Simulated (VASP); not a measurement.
# CaO (Fm-3m) in VASP: notebook

CaO is run at these levels: PBE+U; tasks: single point.

All numbers are computed with VASP 6.6.1; they aren't measurements. Logs are shortened: lines on timing, memory, paths and dates and some standing lists are left out, and cuts for length are marked.

## Step 1: The cell of the first run

The structure is cubic, space group Fm-3m (No. 225). The conventional cell has a = 4.807 Å, b = 4.807 Å, c = 4.807 Å, α = 90.00°, β = 90.00°, γ = 90.00°. Ca (site symmetry m-3m) has 6 O at 2.40 Å within 3.2 Å. O (site symmetry m-3m) has 6 Ca at 2.40 Å within 3.2 Å.

## Step 2: Single point, PBE+U

Input file INCAR:

```
SYSTEM = CaO
PREC = Accurate ; ENCUT = 600
EDIFF = 1E-6 ; ISMEAR = 0
SIGMA = 0.01 ; LREAL = .FALSE.
LASPH = .TRUE. ; NELM = 200
ALGO = Normal ; ISIF = 2
LWAVE = .FALSE. ; LCHARG = .FALSE.
LDAU = .TRUE. ; LDAUTYPE = 2
LDAUL = -1 1 ; LDAUU = 0 2.3
LDAUJ = 0 0 ; LDAUPRINT = 1
GGA = PE ; NBANDS = 15
GGA_COMPAT = .FALSE.
```

Input file KPOINTS:

```
regular mesh
0
G
  8 8 8
  0 0 0
```

Input file POSCAR:

```
CaO
1.0
    0.0000000000      2.4035556960      2.4035556960
    2.4035556960      0.0000000000      2.4035556960
    2.4035556960      2.4035556960      0.0000000000
Ca O
1 1
Direct
    0.0000000000      0.0000000000      0.0000000000
    0.5000000000      0.5000000000      0.5000000000
```

Potentials or basis: VASP PAW PBE potentials, release 64 (Ca_sv, O).

Run with:

```sh
$ cat potpaw_PBE.64/Ca_sv/POTCAR potpaw_PBE.64/O/POTCAR > POTCAR
$ mpirun -np 1 vasp_std > vasp.out
```

OUTCAR:

```text
SYSTEM = CaO
   PREC = Accurate
   ENCUT = 600
   EDIFF = 1E-6
   ISMEAR = 0
   LREAL = .FALSE.
   LASPH = .TRUE.
   NELM = 200
   ISIF = 2
   GGA = PE

 ion  position               nearest neighbor table
   1  0.000  0.000  0.000-   2 2.40   2 2.40   2 2.40   2 2.40   2 2.40   2 2.40
   2  0.500  0.500  0.500-   1 2.40   1 2.40   1 2.40   1 2.40   1 2.40   1 2.40

  LATTYP: Found a face centered cubic cell.
 ALAT       =     4.8071113920

  Lattice vectors:

 A1 = (   0.0000000000,   2.4035556960,   2.4035556960)
 A2 = (   2.4035556960,   0.0000000000,   2.4035556960)
 A3 = (   2.4035556960,   2.4035556960,   0.0000000000)

Analysis of symmetry for initial positions (statically):
=====================================================================
 Subroutine PRICEL returns:
 Original cell was already a primitive cell.

 Routine SETGRP: Setting up the symmetry group for a
 face centered cubic supercell.

 Subroutine GETGRP returns: Found 48 space group operations
 (whereof 48 operations were pure point group operations)
 out of a pool of 48 trial point group operations.

The static configuration has the point symmetry O_h .

Analysis of symmetry for dynamics (positions and initial velocities):
=====================================================================
 Subroutine PRICEL returns:
 Original cell was already a primitive cell.

 Routine SETGRP: Setting up the symmetry group for a
 face centered cubic supercell.

 Subroutine GETGRP returns: Found 48 space group operations
 (whereof 48 operations were pure point group operations)
 out of a pool of 48 trial point group operations.

The dynamic configuration has the point symmetry O_h .

 Subroutine INISYM returns: Found 48 space group operations
 (whereof 48 operations are pure point group operations),
 and found     1 'primitive' translations

----------------------------------------------------------------------------------------

                                     Primitive cell

  volume of cell :      27.7711

  direct lattice vectors                    reciprocal lattice vectors
     0.000000000  2.403555696  2.403555696    -0.208025136  0.208025136  0.208025136
     2.403555696  0.000000000  2.403555696     0.208025136 -0.208025136  0.208025136
     2.403555696  2.403555696  0.000000000     0.208025136  0.208025136 -0.208025136

  length of vectors
     3.399141063  3.399141063  3.399141063     0.360310104  0.360310104  0.360310104

  position of ions in fractional coordinates (direct lattice)
     0.000000000  0.000000000  0.000000000
     0.500000000  0.500000000  0.500000000

  ion indices of the primitive-cell ions
   primitive index   ion index
                 1           1
                 2           2

----------------------------------------------------------------------------------------

 KPOINTS: regular mesh

Automatic generation of k-mesh.
 Grid dimensions read from file:
 generate k-points for:    8    8    8

 Generating k-lattice:

  Cartesian coordinates                     Fractional coordinates (reciprocal lattice)
    -0.026003142  0.026003142  0.026003142     0.125000000  0.000000000  0.000000000
     0.026003142 -0.026003142  0.026003142     0.000000000  0.125000000  0.000000000
     0.026003142  0.026003142 -0.026003142     0.000000000  0.000000000  0.125000000

  Length of vectors
     0.045038763  0.045038763  0.045038763

  Shift w.r.t. Gamma in fractional coordinates (k-lattice)
     0.000000000  0.000000000  0.000000000

 Subroutine IBZKPT returns following result:
 ===========================================

 Found     29 irreducible k-points:

 Following reciprocal coordinates:
            Coordinates               Weight
  0.000000  0.000000  0.000000      1.000000
  0.125000  0.000000  0.000000      8.000000
  0.250000  0.000000  0.000000      8.000000
  0.375000  0.000000  0.000000      8.000000
  0.500000  0.000000  0.000000      4.000000
  0.125000  0.125000  0.000000      6.000000
[... 16 lines left out ...]
  0.500000  0.250000  0.125000     48.000000
 -0.375000  0.250000  0.125000     24.000000
 [... further k-points ...]
   k-points           NKPTS =     29   k-points in BZ     NKDIM =     29   number of bands    NBANDS=     15
   number of dos      NEDOS =    301   number of ions     NIONS =      2
   total plane-waves  NPLWV =  21952
   dimension x,y,z NGX =    28 NGY =   28 NGZ =   28
   dimension x,y,z NGXF=    56 NGYF=   56 NGZF=   56
   ions per type =               1   1
   NGX,Y,Z   is equivalent  to a cutoff of  13.69, 13.69, 13.69 a.u.
   NGXF,Y,Z  is equivalent  to a cutoff of  27.39, 27.39, 27.39 a.u.
 SYSTEM =  CaO
   PREC   = accura    normal or accurate (medium, high low for compatibility)
   ISTART =      0    job   : 0-new  1-cont  2-samecut
   ICHARG =      2    charge: 1-file 2-atom 10-const
   ISPIN  =      1    spin polarized calculation?
   LNONCOLLINEAR =      F non collinear calculations
   LSORBIT =      F    spin-orbit coupling
   LASPH  =      T    aspherical Exc in radial PAW
   ENCUT  =  600.0 eV  44.10 Ry    6.64 a.u.   6.79  6.79  6.79*2*pi/ulx,y,z
   NELM   =    200;   NELMIN=  2; NELMDL= -5     # of ELM steps
   EDIFF  = 0.1E-05   stopping-criterion for ELM
   LREAL  =      F    real-space projection
   EDIFFG = 0.1E-04   stopping-criterion for IOM
   NSW    =      0    number of steps for IOM
   IBRION =     -1    ionic relax: 0-MD 1-quasi-New 2-CG
   NFREE  =      0    steps in history (QN), initial steepest desc. (CG)
   ISIF   =      2    stress and relaxation
   ISYM   =      2    0-nonsym 1-usesym 2-fastsym
   POTIM  = 0.5000    time-step for ionic-motion
   TEBEG  =    0.0;   TEEND  =   0.0 temperature during run
   PSTRESS=    0.0 pullay stress
   NELECT =      16.0000    total number of electrons
   NUPDOWN=      -1.0000    fix difference up-down
   EMIN   =  10.00;   EMAX   =-10.00  energy-range for DOS
   EFERMI =   0.00;   METHOD = LEGACY
   ISMEAR =     0;   SIGMA  =   0.01  broadening in eV -4-tet -1-fermi 0-gaus
   EFERMI_NEDOS =   21; number of points for ismear=-14 and -15
   IALGO  =     38    algorithm
   IMIX   =      4    mixing-type and parameters
     AMIX     =   0.40;   BMIX     =  1.00
     AMIX_MAG =   1.60;   BMIX_MAG =  1.00
  volume/ion in A,a.u.               =      13.89        93.70
  Fermi-wavevector in a.u.,A,eV,Ry     =   1.362231  2.574243 25.247954  1.855672
  Thomas-Fermi vector in A             =   2.488738
   LORBIT       =      0    0 simple, 1 ext, 2 COOP (PROOUT), +10 PAW based schemes
 LDA+U is selected, type is set to LDAUTYPE =  2
   angular momentum for each species LDAUL =    -1    1
   U (eV)           for each species LDAUU =   0.0  2.3
   J (eV)           for each species LDAUJ =   0.0  0.0
   GGA     = PE    functional components
   LHFCALC =     F    Hartree Fock is set to
   AEXX    =    0.0000 exact exchange contribution
   IVDW    =     0    specifies the selected vdW correction
   LEPSILON=     F    determine dielectric tensor
   LRPA    =     F    only Hartree local field effects (RPA)
 non-spin polarized calculation
 Gauss-broadening in eV      SIGMA  =   0.01
  energy-cutoff  :      600.00
  volume of cell :       27.77
 maximum number of plane-waves:       941
   NGX = 13   NGY = 13   NGZ = 13

 number of electron      15.9999997 magnetization

 Free energy of the ion-electron system (eV)
  ---------------------------------------------------
  ext. energy  EPLUGINS =         0.00000000
  ---------------------------------------------------
  free energy    TOTEN  =       -11.12651833 eV

  energy without entropy =      -11.12651833  energy(sigma->0) =      -11.12651833

 E-fermi :   2.3414     XC(G=0): -10.4644

 val. band max:        2.2940279303   @ k =   0.0000   0.0000   0.0000
 cond. band min:       5.9769528435   @ k =   0.5000   0.5000   0.0000
 fundamental gap:      3.6829249133
 Fermi energy:         2.3414147034

 k-point     1 :       0.0000    0.0000    0.0000
  band No.  band energies     occupation
      1     -35.3147      2.00000
      2     -16.0785      2.00000
      3     -16.0785      2.00000
      4     -16.0785      2.00000
      5     -13.1001      2.00000
      6       2.2940      2.00000
      7       2.2940      2.00000
      8       2.2940      2.00000
      9       7.0758      0.00000
     10       8.5602      0.00000
     11       8.5602      0.00000
     12       8.5602      0.00000
     13      10.0625      0.00000
     14      10.0625      0.00000
     15      17.4203      0.00000

 k-point     2 :       0.1250    0.0000    0.0000
  band No.  band energies     occupation
      1     -35.2999      2.00000
      2     -16.2844      2.00000
      3     -16.0865      2.00000
      4     -16.0865      2.00000
      5     -12.8827      2.00000
      6       1.7673      2.00000
      7       2.0856      2.00000
      8       2.0856      2.00000
      9       7.7519      0.00000
     10       8.5197      0.00000
     11       8.8233      0.00000
     12       8.8233      0.00000
     13      10.4274      0.00000
     14      10.4274      0.00000
     15      17.9934      0.00000

 k-point     3 :       0.2500    0.0000    0.0000
  band No.  band energies     occupation
      1     -35.2639      2.00000
      2     -16.6994      2.00000
      3     -16.1055      2.00000
      4     -16.1055      2.00000
      5     -12.4380      2.00000
      6       0.7758      2.00000
      7       1.6384      2.00000
      8       1.6384      2.00000
      9       8.5899      0.00000
     10       9.1974      0.00000
     11       9.5134      0.00000
     12       9.5134      0.00000
     13      11.3061      0.00000
     14      11.3061      0.00000
     15      18.2769      0.00000
[... 343 lines left out ...]
 k-point    23 :       0.5000    0.2500    0.1250
  band No.  band energies     occupation
      1     -35.2087      2.00000
      2     -16.8901      2.00000
      3     -16.3014      2.00000
      4     -16.1781      2.00000
      5     -12.2471      2.00000
      6       0.3116      2.00000
      7       1.2330      2.00000
      8       1.4604      2.00000
      9       8.2096      0.00000
     10       9.8223      0.00000
     11      10.7925      0.00000
     12      10.8976      0.00000
     13      12.2404      0.00000
     14      13.4298      0.00000
     15      17.1119      0.00000

 k-point    24 :      -0.3750    0.2500    0.1250
  band No.  band energies     occupation
      1     -35.1967      2.00000
      2     -16.9517      2.00000
      3     -16.3165      2.00000
      4     -16.2031      2.00000
      5     -12.1914      2.00000
      6       0.2604      2.00000
      7       1.1761      2.00000
      8       1.2463      2.00000
      9       9.0717      0.00000
     10       9.1617      0.00000
     11      11.0807      0.00000
     12      11.2722      0.00000
     13      12.5270      0.00000
     14      14.2493      0.00000
     15      16.1556      0.00000

 [... further k-points ...]

------------------------ aborting loop because EDIFF is reached ----------------------------------------

  FORCE on cell =-STRESS in cart. coord.  units (eV):
  Direction    XX          YY          ZZ          XY          YZ          ZX
  --------------------------------------------------------------------------------------
  -------------------------------------------------------------------------------------
  Total        0.2712774      0.2712774      0.2712774      0.0000000      0.0000000     -0.0000000
  in kB       15.6506257     15.6506257     15.6506257      0.0000000      0.0000000     -0.0000000
  external PRESSURE =      15.6506257 kB  Pullay stress =       0.0000000 kB

 VOLUME and BASIS-vectors are now :
 -----------------------------------------------------------------------------
  energy-cutoff  :      600.00
  volume of cell :       27.77
      direct lattice vectors                 reciprocal lattice vectors
     0.000000000  2.403555696  2.403555696    -0.208025136  0.208025136  0.208025136
     2.403555696  0.000000000  2.403555696     0.208025136 -0.208025136  0.208025136
     2.403555696  2.403555696  0.000000000     0.208025136  0.208025136 -0.208025136

 POSITION                                       TOTAL-FORCE (eV/Angst)
 -----------------------------------------------------------------------------------
      0.00000      0.00000      0.00000         0.000000      0.000000      0.000000
      2.40356      2.40356      2.40356        -0.000000     -0.000000     -0.000000
 -----------------------------------------------------------------------------------
    total drift:                                0.000000      0.000000      0.000000

  FREE ENERGIE OF THE ION-ELECTRON SYSTEM (eV)
  ---------------------------------------------------
  free  energy   TOTEN  =       -11.1265183278 eV

  energy  without entropy=      -11.1265183278  energy(sigma->0) =      -11.12651833
```

Wall time 26 s (1 thread of Intel Xeon 8259CL, shared host); peak memory 0.16 GiB.

What came out:

| Property | Result |
| --- | --- |
| Free energy | -11.1265 eV |
| Pressure | 1.6 GPa |
| Band gap on the k mesh | 3.68 eV (least direct gap 4.05 eV) |

A k mesh can miss the band edges.

## Step 3: Single point, PBE+U

Input file INCAR:

```
  PREC = Accurate
  ENCUT = 600
  EDIFF = 1E-6
  ISMEAR = 0
  SIGMA = 0.1
  LREAL = F
  LASPH = T
  NELM = 200
  ALGO = Normal
  ISIF = 2
  LWAVE = F
  LCHARG = F
  LDAU = T
  LDAUTYPE = 2
  LDAUL = -1 1
  LDAUU = 0 8.9
  LDAUJ = 0 0
  LDAUPRINT = 1
  GGA = PE
  NBANDS = 15
  GGA_COMPAT = F
```

Input file KPOINTS:

```
regular mesh
0
Gamma
  8 8 8
```

POSCAR is that of step 2.

Potentials or basis: VASP PAW PBE potentials, release 64 (Ca_sv, O).

Run with:

```sh
$ cat potpaw_PBE.64/Ca_sv/POTCAR potpaw_PBE.64/O/POTCAR > POTCAR
$ mpirun -np 1 vasp_std > vasp.out
```

OUTCAR:

```text
PREC = Accurate
   ENCUT = 600
   EDIFF = 1E-6
   ISMEAR = 0
   LREAL = F
   LASPH = T
   NELM = 200
   ISIF = 2
   GGA = PE

 ion  position               nearest neighbor table
   1  0.000  0.000  0.000-   2 2.40   2 2.40   2 2.40   2 2.40   2 2.40   2 2.40
   2  0.500  0.500  0.500-   1 2.40   1 2.40   1 2.40   1 2.40   1 2.40   1 2.40

  LATTYP: Found a face centered cubic cell.
 ALAT       =     4.8071113920

  Lattice vectors:

 A1 = (   0.0000000000,   2.4035556960,   2.4035556960)
 A2 = (   2.4035556960,   0.0000000000,   2.4035556960)
 A3 = (   2.4035556960,   2.4035556960,   0.0000000000)

Analysis of symmetry for initial positions (statically):
=====================================================================
 Subroutine PRICEL returns:
 Original cell was already a primitive cell.

 Routine SETGRP: Setting up the symmetry group for a
 face centered cubic supercell.

 Subroutine GETGRP returns: Found 48 space group operations
 (whereof 48 operations were pure point group operations)
 out of a pool of 48 trial point group operations.

The static configuration has the point symmetry O_h .

[... 177 lines left out ...]
      5     -12.8316      2.00000
      6       2.1235      2.00000
      7       2.1235      2.00000
      8       2.1235      2.00000
      9       7.1380      0.00000
     10       8.5251      0.00000
     11       8.5251      0.00000
     12       8.5251      0.00000
     13      10.0254      0.00000
     14      10.0254      0.00000
[... 401 lines left out ...]
      2     -16.9851      2.00000
      3     -16.3848      2.00000
      4     -16.2713      2.00000
      5     -11.9411      2.00000
      6       0.1425      2.00000
      7       1.0364      2.00000
      8       1.1008      2.00000
      9       9.0021      0.00000
     10       9.1230      0.00000
     11      11.0186      0.00000
     12      11.2422      0.00000
     13      12.4523      0.00000
     14      14.2133      0.00000
     15      16.1008      0.00000

 [... further k-points ...]

------------------------ aborting loop because EDIFF is reached ----------------------------------------

  FORCE on cell =-STRESS in cart. coord.  units (eV):
  Direction    XX          YY          ZZ          XY          YZ          ZX
  --------------------------------------------------------------------------------------
  -------------------------------------------------------------------------------------
  Total        0.0083086      0.0083086      0.0083086      0.0000000      0.0000000     -0.0000000
  in kB        0.4793413      0.4793413      0.4793413      0.0000000      0.0000000     -0.0000000
  external PRESSURE =       0.4793413 kB  Pullay stress =       0.0000000 kB

 VOLUME and BASIS-vectors are now :
 -----------------------------------------------------------------------------
  energy-cutoff  :      600.00
  volume of cell :       27.77
      direct lattice vectors                 reciprocal lattice vectors
     0.000000000  2.403555696  2.403555696    -0.208025136  0.208025136  0.208025136
     2.403555696  0.000000000  2.403555696     0.208025136 -0.208025136  0.208025136
     2.403555696  2.403555696  0.000000000     0.208025136  0.208025136 -0.208025136

 POSITION                                       TOTAL-FORCE (eV/Angst)
 -----------------------------------------------------------------------------------
      0.00000      0.00000      0.00000        -0.000000      0.000000     -0.000000
      2.40356      2.40356      2.40356         0.000000     -0.000000      0.000000
 -----------------------------------------------------------------------------------
    total drift:                                0.000000      0.000000      0.000000

  FREE ENERGIE OF THE ION-ELECTRON SYSTEM (eV)
  ---------------------------------------------------
  free  energy   TOTEN  =        -6.3291551467 eV

  energy  without entropy=       -6.3291551467  energy(sigma->0) =       -6.32915515
```

stdout:

```text
POSCAR found type information on POSCAR CaO
 POSCAR found :  2 types and       2 ions
 scaLAPACK will be used
 LDA part: xc-table for (Slater+PW92), standard interpolation
 POSCAR, INCAR and KPOINTS ok, starting setup
 FFT: planning ... GRIDC
 FFT: planning ... GRID_SOFT
 FFT: planning ... GRID
 WAVECAR not read
 entering main loop
```

Wall time 33 s (1 thread of Intel Xeon 8259CL, shared host); peak memory 0.16 GiB.

What came out:

| Property | Result |
| --- | --- |
| Free energy | -6.3292 eV |
| Pressure | 0.0 GPa |
| Band gap on the k mesh | 3.83 eV (least direct gap 4.20 eV) |

A k mesh can miss the band edges.
